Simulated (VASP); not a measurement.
A run of VASP 6.6.1 is set up as follows.

The input POSCAR:

```
I
1.0
    0.0000000000      2.4295451415      5.0878220787
    2.1321044003      0.0000000000      5.0878220787
    2.1321044003      2.4295451415      0.0000000000
I
1
Direct
    0.0000000000      0.0000000000      0.0000000000
```

INCAR.step1

```
  PREC = Accurate
  ENCUT = 520
  EDIFF = 1E-5
  ISMEAR = -1
  SIGMA = 0.05
  LREAL = F
  LASPH = T
  NELM = 60
  ALGO = Normal
  ISIF = 2
  LWAVE = T
  LCHARG = F
  GGA = PE
  NBANDS = 10
```

INCAR.step2

```
  PREC = Accurate
  ENCUT = 520
  EDIFF = 1E-6
  ISMEAR = -1
  SIGMA = 0.05
  LREAL = F
  LASPH = T
  NELM = 60
  ALGO = Normal
  ISIF = 2
  LWAVE = F
  LCHARG = F
  GGA = PE
  LHFCALC = T
  AEXX = 1.0
  ALDAC = 0.0
  AGGAC = 0.0
  PRECFOCK = Normal
  ISTART = 1
  NBANDS = 10
```

Contents of KPOINTS:

```
regular mesh
0
Gamma
  5 5 5
```

Potentials or basis: VASP PAW PBE potentials, release 64 (I).

Launch:

```console
$ cat potpaw_PBE.64/I/POTCAR > POTCAR
$ cp INCAR.step1 INCAR
$ mpirun -np 1 vasp_std > vasp.out
$ cp INCAR.step2 INCAR
$ mpirun -np 1 vasp_std > vasp.out
```

(1) Predict the pressure.

(2) Predict the band gap on the k mesh.

Results:

(1) -0.5 GPa.

(2) zero (an odd number of electrons rules out a gap without spin polarisation).

Caveat: the k points lie up to 0.41 Å⁻¹ apart, too coarse for converged energies and pressures of a metal; the PAW data sets were made with another functional, which shifts forces and pressure a little; spin-orbit coupling is left out, which moves the levels of the heavy elements; an odd number of electrons without spin polarisation forces a metal; a magnetic or distorted state may lie lower.
